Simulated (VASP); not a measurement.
Here is a VASP 6.6.1 calculation.

The input POSCAR:

```
PbS
1.0
    0.0000000000      2.9657500000      2.9657500000
    2.9657500000      0.0000000000      2.9657500000
    2.9657500000      2.9657500000      0.0000000000
Pb S
1 1
Direct
    0.0000000000      0.0000000000      0.0000000000
    0.5000000000      0.5000000000      0.5000000000
```

Contents of INCAR.step1:

```
PREC = Accurate
ENCUT = 520
EDIFF = 1E-5
ISMEAR = -1
SIGMA = 0.05
LREAL = F
LASPH = T
NELM = 80
ALGO = Normal
ISIF = 2
LWAVE = T
NBANDS = 17
GGA = PE
```

Contents of INCAR.step2:

```
PREC = Accurate
ENCUT = 520
EDIFF = 1E-6
ISMEAR = -1
SIGMA = 0.05
LREAL = F
LASPH = T
NELM = 80
ALGO = Normal
ISIF = 2
LWAVE = F
LCHARG = T
GGA = PE
LHFCALC = T
AEXX = 1.0
ALDAC = 0.0
AGGAC = 0.0
PRECFOCK = Normal
LELF = T
LVHAR = T
NBANDS = 17
ISTART = 1
```

KPOINTS

```
Automatic mesh
0
Gamma
  4 4 4
```

Potentials or basis: VASP PAW PBE potentials, release 64 (Pb_d, S).

Launch:

```bash
$ cat potpaw_PBE.64/Pb_d/POTCAR potpaw_PBE.64/S/POTCAR > POTCAR
$ cp INCAR.step1 INCAR
$ mpirun -np 1 vasp_std > vasp.out
$ cp INCAR.step2 INCAR
$ mpirun -np 1 vasp_std > vasp.out
```

Problem. Predict the band gap on the k mesh.

Solution. 5.50 eV.

Problem. Predict the pressure.

Solution. 7.5 GPa.

Caveat: the k points lie up to 0.46 Å⁻¹ apart; the PAW data sets were made with another functional, which shifts forces and pressure a little; spin-orbit coupling is left out, which moves the levels of the heavy elements. A k mesh can miss the band edges.
